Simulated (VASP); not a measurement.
Set up this calculation in VASP 6.6.1, as the native input.

```yaml
Task: single point
Functional: PBE
Potentials_or_basis: VASP PAW PBE potentials, release 64 (Nb_sv, As)
Cutoff: 500 eV
k_mesh: 12 × 12 × 12
Occupations: gaussian, width 0.1 eV
Spin: collinear spin
Starting_moments: "[1.05, -0.03] μB"
Fixed_moment: 1.5 μB
Dipole_correction: no
Further_INCAR_settings: ALGO = Normal; EDIFF = 1e-06; NBANDS = 20
```

The structure of NbAs lies in POSCAR:

```
NbAs
1.0
    0.0000000000      2.9067815048      2.9067815048
    2.9067815048      0.0000000000      2.9067815048
    2.9067815048      2.9067815048      0.0000000000
Nb As
1 1
Direct
    0.0000000000      0.0000000000      0.0000000000
    0.2500000000      0.2500000000      0.2500000000
```

One way to write it, as run:

INCAR

```
SYSTEM = NbAs
PREC = Accurate
ENCUT = 500
EDIFF = 1E-6
ISMEAR = 0
SIGMA = 0.1
LREAL = .False.
LASPH = .True.
NELM = 200
ALGO = Normal
ISIF = 2
LWAVE = .False.
LCHARG = .False.
ISPIN = 2
MAGMOM = 1.05 -0.03
LORBIT = 11
NUPDOWN = 1.5
LMAXMIX = 4
GGA = PE
NBANDS = 20
GGA_COMPAT = .False.
```

KPOINTS

```
regular mesh
0
Gamma
  12 12 12
  0 0 0
```

Potentials or basis: VASP PAW PBE potentials, release 64 (Nb_sv, As).

Run with:

```bash
$ cat potpaw_PBE.64/Nb_sv/POTCAR potpaw_PBE.64/As/POTCAR > POTCAR
$ mpirun -np 1 vasp_std > vasp.out
```

Results of the run:

```
Pressure                                              : 3.2 GPa
Net moment                                            : 1.50 μB per cell
Site moments                                          : Nb +1.14; As -0.04 μB
Valence electrons inside the program's atomic spheres : Nb 10.68; As 2.95
```

Caveat: the cell stands under pressure; the total moment is fixed, so each spin has its own Fermi level.

It took 3.2 min on 1 thread of AMD EPYC 7R13, with other jobs on the host, peak memory 0.23 GiB.
